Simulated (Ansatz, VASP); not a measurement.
WS2: VASP beside Ansatz

```
CELL_PARAMETERS angstrom
3.12659 0.00000 0.00000
-1.56330 2.70771 0.00000
0.00000 0.00000 12.15203
ATOMIC_POSITIONS crystal
W 0.33333 0.66667 0.25000
W 0.66667 0.33333 0.75000
S 0.33333 0.66667 0.60086
S 0.66667 0.33333 0.10086
S 0.33333 0.66667 0.89914
S 0.66667 0.33333 0.39914
```

Alike in both runs: task single point; functional LDA; k mesh 12 × 12 × 4; occupations gaussian, width 0.05 eV; no spin polarisation.

|  | VASP | Ansatz |
| --- | --- | --- |
| version | VASP 6.6.1 | Ansatz 0.2.0 |
| potentials or method | VASP PAW LDA potentials, release 64 (W_sv, S), cutoff 520 eV | scalar-relativistic, plane waves, PAW |
| valence electrons in the cell | 52 | 52 |

```csv
,VASP,Ansatz,Ansatz less VASP
gap on the k mesh at the Fermi level (eV),0.39,0.38,-0.004
least direct gap on the mesh (eV),0.95,0.94,-0.001
pressure (GPa),-20.1,-20.4,-0.30
"traceless stress, the component that is largest in VASP (GPa)",-17.31,-17.33,-0.019
rms of the force components (eV/Å),1.800,1.811,+0.0114
```

Ansatz warns that its potentials were made for another functional, while VASP's fit it. LDA's correlation is that of Perdew and Zunger in VASP and of Perdew and Wang (1992) in Ansatz. Atom by atom the forces differ by 0.011 eV/Å (rms over components).

Neither program's run includes spin-orbit coupling.
